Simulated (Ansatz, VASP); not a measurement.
**GaN in VASP and in Ansatz**

```xyz
2
Lattice="0.0000 2.2535 2.2535 2.2535 0.0000 2.2535 2.2535 2.2535 0.0000" Properties=species:S:1:pos:R:3 pbc="T T T"
Ga    0.0000    0.0000    0.0000
N     1.1268    1.1268    1.1268
```

Alike in both runs: functional SVWN5; k mesh 10 × 10 × 10; occupations fermi-dirac, width 0.05 eV; no spin polarisation.

|  | VASP | Ansatz |
| --- | --- | --- |
| version | VASP 6.6.1 | Ansatz 0.2.0 |
| potentials or method | VASP PAW PBE potentials, release 64 (Ga_d, N) | Ansatz PAW |
| plane-wave cutoff (eV) | 520 | 420 |
| valence electrons in the cell | 18 | 18 |
| task | single point | band structure |

```csv
,VASP,Ansatz,Ansatz less VASP
gap on the k mesh at the Fermi level (eV),1.73,1.73,+0.005
least direct gap on the mesh (eV),1.73,1.73,+0.005
pressure (GPa),-6.4,-6.6,-0.21
```

VASP's potentials were made for PBE, not for SVWN5.
